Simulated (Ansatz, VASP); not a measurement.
**Bi2Te3 in VASP and in Ansatz**

```
Bi Te
1.0
     2.23756    1.29186   10.07756
    -2.23756    1.29186   10.07756
     0.00000   -2.58371   10.07756
Bi Te
2 3
Direct
  0.18800 0.18800 0.18800
  0.59800 0.59800 0.59800
  0.38900 0.38900 0.38900
  0.80000 0.80000 0.80000
  0.00000 0.00000 0.00000
```

Alike in both runs: task single point; functional LDA; k mesh 6 × 6 × 6; occupations fermi-dirac, width 0.1 eV; no spin polarisation.

|  | VASP | Ansatz |
| --- | --- | --- |
| version | VASP 6.6.1 | Ansatz 0.2.0 |
| potentials or method | VASP PAW LDA potentials, release 64 (Bi_d, Te), cutoff 520 eV | plane waves, PAW |
| valence electrons in the cell | 48 | 78 |

|  | VASP | Ansatz | Ansatz less VASP |
| --- | --- | --- | --- |
| pressure (GPa) | -3.4 | -3.5 | -0.06 |
| traceless stress, the component that is largest in VASP (GPa) | -0.86 | -0.86 | +0.001 |

LDA's correlation is that of Perdew and Zunger in VASP and of Perdew and Wang (1992) in Ansatz. VASP's potentials hold 48 valence electrons a cell and Ansatz's 78, so a difference there can come from the potentials and not from the codes.

Neither program's run includes spin-orbit coupling.
